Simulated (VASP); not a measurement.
# Al2Ru (I4/mmm) in VASP: further runs

Al2Ru is run at these levels: PBEsol; tasks: single point.

Program: VASP 6.6.1. These are calculated values, not measurements. Logs are shortened: lines on timing, memory, paths and dates and some standing lists are left out, and cuts for length are marked.

### Step 1. The cell of the first run

The structure is tetragonal, space group I4/mmm (No. 139). Conventional cell: a = 3.028 Å, b = 3.028 Å, c = 8.170 Å, α = 90.00°, β = 90.00°, γ = 90.00°. Within 3.3 Å of Al (site symmetry 4mm) lie 5 Ru at 2.50 to 2.79 Å and 9 Al at 2.60 to 3.03 Å. Ru (site symmetry 4/mmm) has 10 Al at 2.50 to 2.79 Å and 4 Ru at 3.03 Å within 3.3 Å.

### Step 2. Single point, PBEsol (strain -0.030 along x and y, -0.030 along z)

Contents of INCAR:

```
SYSTEM = Al2Ru
ALGO     = Fast           ! electronic algorithm
EDIFF    = 1E-7           ! SCF threshold, eV
ENCUT    = 520            ! plane-wave cutoff, eV
GGA      = PS             ! functional
ISIF     = 2              ! what is computed and relaxed
ISMEAR   = 0              ! smearing method
LASPH    = .TRUE.         ! aspherical terms in the spheres
LCHARG   = .FALSE.        ! write CHGCAR
LREAL    = .FALSE.        ! projectors in reciprocal space
LWAVE    = .FALSE.        ! write WAVECAR
NBANDS   = 17             ! bands
NELM     = 60             ! most SCF steps
PREC     = Accurate       ! precision mode
SIGMA    = 0.15           ! smearing width, eV
```

Contents of KPOINTS:

```
k-points
0
G
  22 22 22
  0 0 0
```

Contents of POSCAR:

```
Al2Ru
1.0
   -1.5138585155      1.5138585155      4.0852055116
    1.5138585155     -1.5138585155      4.0852055116
    1.5138585155      1.5138585155     -4.0852055116
Al Ru
2 1
Direct
    0.6590760825      0.6590760825      0.0000000000
    0.3409239175      0.3409239175      0.0000000000
    0.0000000000      0.0000000000      0.0000000000
```

Potentials or basis: VASP PAW PBE potentials, release 64 (Al, Ru_pv).

Launch:

```
$ cat potpaw_PBE.64/Al/POTCAR potpaw_PBE.64/Ru_pv/POTCAR > POTCAR
$ mpirun -np 1 vasp_std > vasp.out
```

OUTCAR:

```text
SYSTEM = Al2Ru
   EDIFF = 1E-7
   ENCUT = 520
   GGA = PS
   ISIF = 2
   ISMEAR = 0
   LASPH = .TRUE.
   LREAL = .FALSE.
   NELM = 60
   PREC = Accurate

 ion  position               nearest neighbor table
   1  0.659  0.659  0.000-   3 2.50   3 2.50   3 2.50   3 2.50   2 2.60   2 2.61   2 2.61   2 2.61
                             2 2.61   3 2.79
   2  0.341  0.341  0.000-   3 2.50   3 2.50   3 2.50   3 2.50   1 2.60   1 2.61   1 2.61   1 2.61
                             1 2.61   3 2.79
   3  0.000  0.000  0.000-   1 2.50   1 2.50   1 2.50   2 2.50   1 2.50   2 2.50   2 2.50   2 2.50
                             1 2.79   2 2.79

  LATTYP: Found a body centered tetragonal cell.
 ALAT       =     3.0277170310
 C/A-ratio  =     2.6985385158

  Lattice vectors:

 A1 = (  -1.5138585155,   1.5138585155,   4.0852055116)
 A2 = (   1.5138585155,  -1.5138585155,   4.0852055116)
 A3 = (   1.5138585155,   1.5138585155,  -4.0852055116)

Analysis of symmetry for initial positions (statically):
=====================================================================
 Subroutine PRICEL returns:
 Original cell was already a primitive cell.

 Routine SETGRP: Setting up the symmetry group for a
 body centered tetragonal supercell.

 Subroutine GETGRP returns: Found 16 space group operations
 (whereof 16 operations were pure point group operations)
 out of a pool of 16 trial point group operations.

The static configuration has the point symmetry D_4h.

Analysis of symmetry for dynamics (positions and initial velocities):
=====================================================================
 Subroutine PRICEL returns:
 Original cell was already a primitive cell.

 Routine SETGRP: Setting up the symmetry group for a
 body centered tetragonal supercell.

 Subroutine GETGRP returns: Found 16 space group operations
 (whereof 16 operations were pure point group operations)
 out of a pool of 16 trial point group operations.

The dynamic configuration has the point symmetry D_4h.

 Subroutine INISYM returns: Found 16 space group operations
 (whereof 16 operations are pure point group operations),
 and found     1 'primitive' translations

----------------------------------------------------------------------------------------

                                     Primitive cell

  volume of cell :      37.4494

  direct lattice vectors                    reciprocal lattice vectors
    -1.513858515  1.513858515  4.085205512     0.000000000  0.330281856  0.122392863
     1.513858515 -1.513858515  4.085205512     0.330281856  0.000000000  0.122392863
     1.513858515  1.513858515 -4.085205512     0.330281856  0.330281856  0.000000000

  length of vectors
     4.612205468  4.612205468  4.612205468     0.352230205  0.352230205  0.467089080

  position of ions in fractional coordinates (direct lattice)
     0.659076083  0.659076083  0.000000000
     0.340923917  0.340923917  0.000000000
     0.000000000  0.000000000  0.000000000

  ion indices of the primitive-cell ions
   primitive index   ion index
                 1           1
                 2           2
                 3           3

----------------------------------------------------------------------------------------

 KPOINTS: k-points

Automatic generation of k-mesh.
 Grid dimensions read from file:
 generate k-points for:   22   22   22

 Generating k-lattice:

  Cartesian coordinates                     Fractional coordinates (reciprocal lattice)
     0.000000000  0.015012812  0.005563312     0.045454545 -0.000000000  0.000000000
     0.015012812  0.000000000  0.005563312    -0.000000000  0.045454545  0.000000000
     0.015012812  0.015012812  0.000000000     0.000000000  0.000000000  0.045454545

  Length of vectors
     0.016010464  0.016010464  0.021231322

  Shift w.r.t. Gamma in fractional coordinates (k-lattice)
     0.000000000  0.000000000  0.000000000

 Subroutine IBZKPT returns following result:
 ===========================================

 Found    834 irreducible k-points:

 Following reciprocal coordinates:
            Coordinates               Weight
  0.000000  0.000000  0.000000      1.000000
  0.045455  0.000000 -0.000000      8.000000
  0.090909  0.000000 -0.000000      8.000000
  0.136364  0.000000 -0.000000      8.000000
  0.181818  0.000000  0.000000      8.000000
  0.227273 -0.000000  0.000000      8.000000
[... 16 lines left out ...]
  0.500000  0.045455  0.000000     16.000000
 -0.454545  0.045455 -0.000000     16.000000
 [... further k-points ...]
   k-points           NKPTS =    834   k-points in BZ     NKDIM =    834   number of bands    NBANDS=     17
   number of dos      NEDOS =    301   number of ions     NIONS =      3
   total plane-waves  NPLWV =  46656
   dimension x,y,z NGX =    36 NGY =   36 NGZ =   36
   dimension x,y,z NGXF=    72 NGYF=   72 NGZF=   72
   ions per type =               2   1
   NGX,Y,Z   is equivalent  to a cutoff of  12.98, 12.98, 12.98 a.u.
   NGXF,Y,Z  is equivalent  to a cutoff of  25.95, 25.95, 25.95 a.u.
 SYSTEM =  Al2Ru
   PREC   = accura    normal or accurate (medium, high low for compatibility)
   ISTART =      0    job   : 0-new  1-cont  2-samecut
   ICHARG =      2    charge: 1-file 2-atom 10-const
   ISPIN  =      1    spin polarized calculation?
   LNONCOLLINEAR =      F non collinear calculations
   LSORBIT =      F    spin-orbit coupling
   LASPH  =      T    aspherical Exc in radial PAW
   ENCUT  =  520.0 eV  38.22 Ry    6.18 a.u.   8.58  8.58  8.58*2*pi/ulx,y,z
   NELM   =     60;   NELMIN=  2; NELMDL= -5     # of ELM steps
   EDIFF  = 0.1E-06   stopping-criterion for ELM
   LREAL  =      F    real-space projection
   EDIFFG = 0.1E-05   stopping-criterion for IOM
   NSW    =      0    number of steps for IOM
   IBRION =     -1    ionic relax: 0-MD 1-quasi-New 2-CG
   NFREE  =      0    steps in history (QN), initial steepest desc. (CG)
   ISIF   =      2    stress and relaxation
   ISYM   =      2    0-nonsym 1-usesym 2-fastsym
   POTIM  = 0.5000    time-step for ionic-motion
   TEBEG  =    0.0;   TEEND  =   0.0 temperature during run
   PSTRESS=    0.0 pullay stress
   NELECT =      20.0000    total number of electrons
   NUPDOWN=      -1.0000    fix difference up-down
   EMIN   =  10.00;   EMAX   =-10.00  energy-range for DOS
   EFERMI =   0.00;   METHOD = LEGACY
   ISMEAR =     0;   SIGMA  =   0.15  broadening in eV -4-tet -1-fermi 0-gaus
   EFERMI_NEDOS =   21; number of points for ismear=-14 and -15
   IALGO  =     68    algorithm
   IMIX   =      4    mixing-type and parameters
     AMIX     =   0.40;   BMIX     =  1.00
     AMIX_MAG =   1.60;   BMIX_MAG =  1.00
  volume/ion in A,a.u.               =      12.48        84.24
  Fermi-wavevector in a.u.,A,eV,Ry     =   1.328220  2.509972 24.002967  1.764168
  Thomas-Fermi vector in A             =   2.457474
   LORBIT       =      0    0 simple, 1 ext, 2 COOP (PROOUT), +10 PAW based schemes
   GGA     = PS    functional components
   LHFCALC =     F    Hartree Fock is set to
   AEXX    =    0.0000 exact exchange contribution
   IVDW    =     0    specifies the selected vdW correction
   LEPSILON=     F    determine dielectric tensor
   LRPA    =     F    only Hartree local field effects (RPA)
 non-spin polarized calculation
 RMM-DIIS sequential band-by-band and
 Gauss-broadening in eV      SIGMA  =   0.15
  energy-cutoff  :      520.00
  volume of cell :       37.45
 maximum number of plane-waves:      1023
   NGX = 17   NGY = 17   NGZ = 17

 number of electron      20.0000001 magnetization

 Free energy of the ion-electron system (eV)
  ---------------------------------------------------
  ext. energy  EPLUGINS =         0.00000000
  ---------------------------------------------------
  free energy    TOTEN  =       -20.11680593 eV

  energy without entropy =      -20.11428023  energy(sigma->0) =      -20.11554308

 E-fermi :  11.8486     XC(G=0): -12.4671

 val. band max:       11.8288419120   @ k =  -0.3182   0.2273   0.0455
 cond. band min:      11.8502447102   @ k =   0.5000   0.5000   0.1818
 fundamental gap:      0.0214027982
 Fermi energy:        11.8485713539

 k-point     1 :       0.0000    0.0000    0.0000
  band No.  band energies     occupation
      1     -30.8365      2.00000
      2     -30.8365      2.00000
      3     -30.7728      2.00000
      4       0.2732      2.00000
      5       5.8499      2.00000
      6       7.4774      2.00000
[... 9 lines left out ...]
     16      18.6164      0.00000
     17      20.3264      0.00000

 k-point     2 :       0.0455    0.0000   -0.0000
  band No.  band energies     occupation
      1     -30.8405      2.00000
      2     -30.8362      2.00000
      3     -30.7724      2.00000
      4       0.3150      2.00000
      5       5.8720      2.00000
      6       7.4941      2.00000
[... 9 lines left out ...]
     16      18.7824      0.00000
     17      20.6778      0.00000

 k-point     3 :       0.0909    0.0000   -0.0000
  band No.  band energies     occupation
      1     -30.8519      2.00000
      2     -30.8352      2.00000
      3     -30.7713      2.00000
      4       0.4401      2.00000
      5       5.9358      2.00000
      6       7.5419      2.00000
[... 9 lines left out ...]
     16      19.1563      0.00000
     17      21.4717      0.00000

 k-point     4 :       0.1364    0.0000   -0.0000
  band No.  band energies     occupation
      1     -30.8698      2.00000
      2     -30.8337      2.00000
      3     -30.7696      2.00000
      4       0.6465      2.00000
      5       6.0336      2.00000
      6       7.6101      2.00000
[... 9 lines left out ...]
     16      19.6745      0.00000
     17      22.4263      0.00000

 k-point     5 :       0.1818    0.0000    0.0000
  band No.  band energies     occupation
      1     -30.8928      2.00000
      2     -30.8317      2.00000
      3     -30.7673      2.00000
      4       0.9309      2.00000
      5       6.1508      2.00000
      6       7.6646      2.00000
[... 9 lines left out ...]
     16      20.3110      0.00000
     17      23.1801      0.00000

 k-point     6 :       0.2273   -0.0000    0.0000
  band No.  band energies     occupation
      1     -30.9189      2.00000
      2     -30.8294      2.00000
      3     -30.7648      2.00000
      4       1.2889      2.00000
      5       6.2609      2.00000
      6       7.5887      2.00000
[... 9 lines left out ...]
     16      21.0377      0.00000
     17      23.0022      0.00000
[... 281 lines left out ...]
 k-point    21 :       0.4091    0.0455   -0.0000
  band No.  band energies     occupation
      1     -31.0117      2.00000
      2     -30.8249      2.00000
      3     -30.7552      2.00000
      4       3.3916      2.00000
      5       5.6895      2.00000
      6       6.8514      2.00000
[... 9 lines left out ...]
     16      21.8526      0.00000
     17      22.8337      0.00000

 k-point    22 :       0.4545    0.0455    0.0000
  band No.  band energies     occupation
      1     -31.0228      2.00000
      2     -30.8239      2.00000
      3     -30.7541      2.00000
      4       3.9407      2.00000
      5       5.2423      2.00000
      6       6.7785      2.00000
[... 9 lines left out ...]
     16      21.7851      0.00000
     17      22.7011      0.00000

 k-point    23 :       0.5000    0.0455    0.0000
  band No.  band energies     occupation
      1     -31.0266      2.00000
      2     -30.8235      2.00000
      3     -30.7537      2.00000
      4       4.2386      2.00000
      5       4.9516      2.00000
      6       6.7974      2.00000
[... 9 lines left out ...]
     16      21.8399      0.00000
     17      22.5764      0.00000

 k-point    24 :      -0.4545    0.0455   -0.0000
  band No.  band energies     occupation
      1     -31.0228      2.00000
      2     -30.8239      2.00000
      3     -30.7540      2.00000
      4       3.8439      2.00000
      5       5.2835      2.00000
      6       6.8975      2.00000
[... 9 lines left out ...]
     16      21.7839      0.00000
     17      23.5831      0.00000

 [... further k-points ...]

------------------------ aborting loop because EDIFF is reached ----------------------------------------

  FORCE on cell =-STRESS in cart. coord.  units (eV):
  Direction    XX          YY          ZZ          XY          YZ          ZX
  --------------------------------------------------------------------------------------
  -------------------------------------------------------------------------------------
  Total        4.7216599      4.7216599      4.9380591      0.0000000      0.0000000      0.0000000
  in kB      202.0043903    202.0043903    211.2624870      0.0000000      0.0000000      0.0000000
  external PRESSURE =     205.0904225 kB  Pullay stress =       0.0000000 kB

 VOLUME and BASIS-vectors are now :
 -----------------------------------------------------------------------------
  energy-cutoff  :      520.00
  volume of cell :       37.45
      direct lattice vectors                 reciprocal lattice vectors
    -1.513858515  1.513858515  4.085205512     0.000000000  0.330281856  0.122392863
     1.513858515 -1.513858515  4.085205512     0.330281856  0.000000000  0.122392863
     1.513858515  1.513858515 -4.085205512     0.330281856  0.330281856  0.000000000

 POSITION                                       TOTAL-FORCE (eV/Angst)
 -----------------------------------------------------------------------------------
      0.00000      0.00000      5.38492         0.000000      0.000000      0.344321
      0.00000      0.00000      2.78549        -0.000000     -0.000000     -0.344321
      0.00000      0.00000      0.00000         0.000000      0.000000      0.000000
 -----------------------------------------------------------------------------------
    total drift:                                0.000000     -0.000000      0.000000

  FREE ENERGIE OF THE ION-ELECTRON SYSTEM (eV)
  ---------------------------------------------------
  free  energy   TOTEN  =       -20.1168059288 eV

  energy  without entropy=      -20.1142802272  energy(sigma->0) =      -20.11554308
```

Wall time 21 min (1 thread of Intel Xeon Platinum 8259CL at 2.50GHz (Skylake/Cascade Lake), shared host); peak memory 0.62 GiB.

What came out:

```yaml
Free_energy: -20.1168 eV
Pressure: 20.5 GPa
Largest_force: 0.344 eV/Å
Band_gap_on_the_k_mesh: zero (bands 10 and 11 overlap by 0.19 eV)
```

Forces in eV/Å, atoms in the order of the input:
```
Al   0.000  0.000  0.344
Al   0.000  0.000 -0.344
Ru   0.000  0.000  0.000
```

Caveat: the cell differs from its parent crystal (strain -0.030 along x and y, -0.030 along z); the cell stands under pressure; the PAW data sets were made with another functional, which shifts forces and pressure a little.

### Step 3. Single point, PBEsol (strain -0.030 along x and y, -0.015 along z)

Contents of INCAR:

```
SYSTEM = Al2Ru
PREC = Accurate
ENCUT = 520
EDIFF = 1E-7
ISMEAR = 0
SIGMA = 0.15
LREAL = .False.
LASPH = .True.
NELM = 80
ALGO = Fast
ISIF = 2
LWAVE = .False.
LCHARG = .False.
GGA = PS
NBANDS = 17
```

Contents of KPOINTS:

```
regular mesh
0
Gamma
  22 22 22
  0 0 0
```

Contents of POSCAR:

```
Al2Ru
1.0
   -1.5138585155      1.5138585155      4.1483787927
    1.5138585155     -1.5138585155      4.1483787927
    1.5138585155      1.5138585155     -4.1483787927
Al Ru
2 1
Direct
    0.6590760825      0.6590760825      0.0000000000
    0.3409239175      0.3409239175      0.0000000000
    0.0000000000      0.0000000000      0.0000000000
```

Potentials or basis: VASP PAW PBE potentials, release 64 (Al, Ru_pv).

Launch:

```
$ cat potpaw_PBE.64/Al/POTCAR potpaw_PBE.64/Ru_pv/POTCAR > POTCAR
$ mpirun -np 1 vasp_std > vasp.out
```

Run time: 16 min. Hardware: 1 thread of Intel Xeon Platinum 8259CL at 2.50GHz (Skylake/Cascade Lake), shared host; peak memory 0.63 GiB.

It converged, with:

* Free energy: -20.1806 eV
* Pressure: 16.4 GPa
* Largest force: 0.145 eV/Å
* Band gap on the k mesh: zero (bands 10 and 11 overlap by 0.12 eV)

Forces in eV/Å, atoms in the order of the input:
```
Al   0.000  0.000  0.145
Al   0.000  0.000 -0.145
Ru   0.000  0.000  0.000
```

Stress tensor (GPa, compression positive):
```
17.57  0.00  0.00
 0.00 17.57  0.00
 0.00  0.00 14.19
```

Levels at points of the mesh, in eV from the Fermi level:
| k point | band 6 | band 7 | band 8 | band 9 | band 10 | band 11 | band 12 | band 13 | band 14 | band 15 |
| --- | --- | --- | --- | --- | --- | --- | --- | --- | --- | --- |
| (0.00, 0.00, 0.00) | -4.28 | -2.15 | -2.13 | -2.13 | -0.96 | 2.56 | 4.55 | 6.56 | 6.56 | 6.69 |
| (0.50, 0.00, 0.00) | -5.03 | -3.28 | -2.92 | -2.76 | -1.54 | 0.75 | 3.34 | 5.08 | 7.44 | 8.88 |
| (0.50, 0.50, 0.00) | -3.82 | -3.67 | -3.34 | -1.19 | -0.33 | 0.44 | 2.04 | 2.15 | 4.82 | 6.16 |
| (0.50, 0.50, 0.50) | -4.45 | -2.98 | -1.69 | -1.69 | -0.93 | 3.49 | 3.49 | 6.39 | 6.56 | 9.12 |

Caveat: the cell differs from its parent crystal (strain -0.030 along x and y, -0.015 along z); the cell stands under pressure; the PAW data sets were made with another functional, which shifts forces and pressure a little.

The gap in the log of VASP goes by the Fermi energy; the results here count the filled bands.